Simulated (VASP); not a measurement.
Runs of VASP 6.6.1 on W. The structure is cubic, space group Fm-3m (No. 225). The conventional cell has a = 4.060 Å, b = 4.060 Å, c = 4.060 Å, α = 90.00°, β = 90.00°, γ = 90.00°. Within 3.8 Å of W (site symmetry m-3m) lie 12 W at 2.87 Å. 

```csv
k mesh,gap on the mesh (eV),pressure (GPa)
3 × 3 × 3,none,-2.4
4 × 4 × 4,none,-9.6
6 × 6 × 6,none,(a)
5 × 5 × 5,none,(b)
8 × 8 × 8,none,-8.2
```

Alike in all rows: task single point; level r2SCAN; potentials or basis VASP PAW PBE potentials, release 64 (W_sv); no spin polarisation; cell as given; cutoff (eV) 520; smearing methfessel-paxton 0.05 eV.

Problem. Estimate the missing entries.

Solution. (a) -5.8; (b) -7.4.

Caveats: some runs use coarse meshes; the PAW data sets were made with another functional, which shifts forces and pressure a little; spin-orbit coupling is left out, which moves the levels of the heavy elements.

A k mesh can miss the band edges, and the runs leave out spin-orbit coupling on W.

A gap of «none» marks levels without a gap at the run's occupations.
